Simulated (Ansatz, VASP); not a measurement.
**One calculation of Sc2TaO2, two programs**

The input INCAR:

```
ALGO = Normal
EDIFF = 1E-6
ENCUT = 700
GGA = PE
GGA_COMPAT = F
ISIF = 2
ISMEAR = 0
LASPH = T
LCHARG = F
LREAL = F
LWAVE = F
NBANDS = 32
NELM = 120
PREC = Accurate
SIGMA = 0.1
```

File KPOINTS:

```
k-points
0
Gamma
  6 6 6
```

The input POSCAR:

```
Sc2TaO2
1.0
    0.0000000000      2.4792138200      5.3823571000
    2.4540852800      0.0000000000      5.3823571000
    2.4540852800      2.4792138200      0.0000000000
Sc Ta O
2 1 2
Direct
    0.7500000000      0.7500000000      0.7500000000
    0.2500000000      0.2500000000      0.2500000000
    0.0000000000      0.0000000000      0.0000000000
    0.3632000100      0.3632000100      0.6367999900
    0.6367999900      0.6367999900      0.3632000100
```

Input for Ansatz:

```yaml
crystal:
  lattice:
    - [0.0, 2.47921382, 5.3823571]
    - [2.45408528, 0.0, 5.3823571]
    - [2.45408528, 2.47921382, 0.0]
  atoms:
    - { symbol: Sc, position: [0.75, 0.75, 0.75] }
    - { symbol: Sc, position: [0.25, 0.25, 0.25] }
    - { symbol: Ta, position: [0.0, 0.0, 0.0] }
    - { symbol: O, position: [0.36320001, 0.36320001, 0.63679999] }
    - { symbol: O, position: [0.63679999, 0.63679999, 0.36320001] }
basis:
  ecutwfc: 420
kpoints:
  mp_grid: { grid: [6, 6, 6] }
hamiltonian:
  xc: pbe
scf:
  occupations: { method: gaussian, width: 0.1 }
  lower_state_search: "off"
output:
  forces: true
  stress: true
  eigenvalues: true
```

Change from the starting cell: species swapped into the EuFe2As2 type (Fmmm, No. 69).

Alike in both runs: task single point; functional PBE; k mesh 6 × 6 × 6; occupations gaussian, width 0.1 eV; no spin polarisation.

|  | VASP | Ansatz |
| --- | --- | --- |
| version | VASP 6.6.1 | Ansatz 0.2.0 |
| potentials or method | VASP PAW PBE potentials, release 64 (Sc_sv, Ta_sv_GW, O), cutoff 700 eV | scalar-relativistic, plane waves, PAW |
| valence electrons in the cell | 47 | 47 |

VASP gave:

| Item | Value |
| --- | --- |
| gap on the k mesh at the Fermi level (eV) | none |
| pressure (GPa) | 17.1 |
| traceless stress, the component that is largest in VASP (GPa) | -18.36 |
| rms of the force components (eV/Å) | 0.107 |

Task: What did Ansatz give for the same quantities?

Result: gap on the k mesh at the Fermi level (eV): none; pressure (GPa): 16.3; traceless stress, the component that is largest in VASP (GPa): -18.07; rms of the force components (eV/Å): 0.067.

Atom by atom the forces differ by 0.041 eV/Å (rms over components). A gap of «none» marks a metal or a gap that the smearing closes. With one functional, cell and mesh, what is left measures potentials, basis and numerics.

Spin-orbit coupling is off throughout.
